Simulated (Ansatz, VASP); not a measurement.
## Two plane-wave programs on P

```
CELL_PARAMETERS angstrom
1.75704 -5.49799 0.00000
1.53844 5.43208 0.00000
0.00000 0.00000 4.54364
ATOMIC_POSITIONS crystal
P 0.90414 0.09586 0.58882
P 0.09586 0.90414 0.41118
P 0.59586 0.40414 0.08882
P 0.40414 0.59586 0.91118
```

Alike in both runs: task single point; functional PBE; k mesh 7 × 7 × 5; occupations fermi-dirac, width 0.05 eV; no spin polarisation.

```csv
,VASP,Ansatz
version,VASP 6.6.1,Ansatz 0.2.0
potentials or method,"VASP PAW PBE potentials, release 64 (P)",Ansatz PAW
plane-wave cutoff (eV),520,420
valence electrons in the cell,20,20
```

|  | VASP | Ansatz | Ansatz less VASP |
| --- | --- | --- | --- |
| gap on the k mesh at the Fermi level (eV) | 0.24 | 0.22 | -0.021 |
| least direct gap on the mesh (eV) | 0.28 | 0.27 | -0.014 |
| pressure (GPa) | 1.7 | 2.0 | +0.33 |
| traceless stress, the component that is largest in VASP (GPa) | 1.68 | 1.67 | -0.016 |
| rms of the force components (eV/Å) | 0.193 | 0.218 | +0.0250 |

Atom by atom the forces differ by 0.031 eV/Å (rms over components).

Noted on Ansatz's run: odd divisions of the mesh miss points on the zone boundary, where band edges often lie, so the gap on the mesh can be too wide.
